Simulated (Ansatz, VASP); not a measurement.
# One calculation of S, two programs

The input INCAR:

```
SYSTEM = S
  PREC = Accurate
  ENCUT = 520
  EDIFF = 1E-7
  ISMEAR = -1
  SIGMA = 0.1
  LREAL = .False.
  LASPH = .True.
  NELM = 80
  ALGO = Normal
  ISIF = 2
  LWAVE = .False.
  LCHARG = .False.
  GGA = PE
  NBANDS = 13
```

KPOINTS

```
Automatic mesh
0
Gamma
  17 17 17
  0 0 0
```

File POSCAR:

```
S
1.0
   -2.5566927021      2.5566927021      1.1678364625
    2.5566927021     -2.5566927021      1.1678364625
    2.5566927021      2.5566927021     -1.1678364625
S
2
Direct
   -0.3750000000     -0.1250000000     -0.2500000000
    0.3750000000      0.1250000000      0.2500000000
```

Input for Ansatz:

```yaml
crystal:
  lattice:
    - [-2.5566927021, 2.5566927021, 1.1678364625]
    - [2.5566927021, -2.5566927021, 1.1678364625]
    - [2.5566927021, 2.5566927021, -1.1678364625]
  atoms:
    - { symbol: S, position: [-0.375, -0.125, -0.25] }
    - { symbol: S, position: [0.375, 0.125, 0.25] }
kpoints:
  mp_grid: { grid: [17, 17, 17] }
scf:
  occupations: { method: fermi_dirac, width: 0.1 }
hamiltonian:
  xc: pbe
  pseudopotentials: { kind: all_electron, lapw: { basis_error: 0.001 } }
output:
  forces: true
  stress: true
  eigenvalues: true
  populations: true
```

Change from the starting cell: volume scaled by 0.84, LAPW.

Alike in both runs: task single point; functional PBE; k mesh 17 × 17 × 17; occupations fermi-dirac, width 0.1 eV; no spin polarisation.

|  | VASP | Ansatz |
| --- | --- | --- |
| version | VASP 6.6.1 | Ansatz 0.2.0 |
| potentials or method | VASP PAW PBE potentials, release 64 (S), cutoff 520 eV | all-electron LAPW, scalar-relativistic |

```csv
,VASP,Ansatz,Ansatz less VASP
pressure (GPa),14.3,14.6,+0.29
"traceless stress, the component that is largest in VASP (GPa)",-0.18,0.04,+0.211
```

Ansatz ran all-electron here, and VASP with PAW potentials.
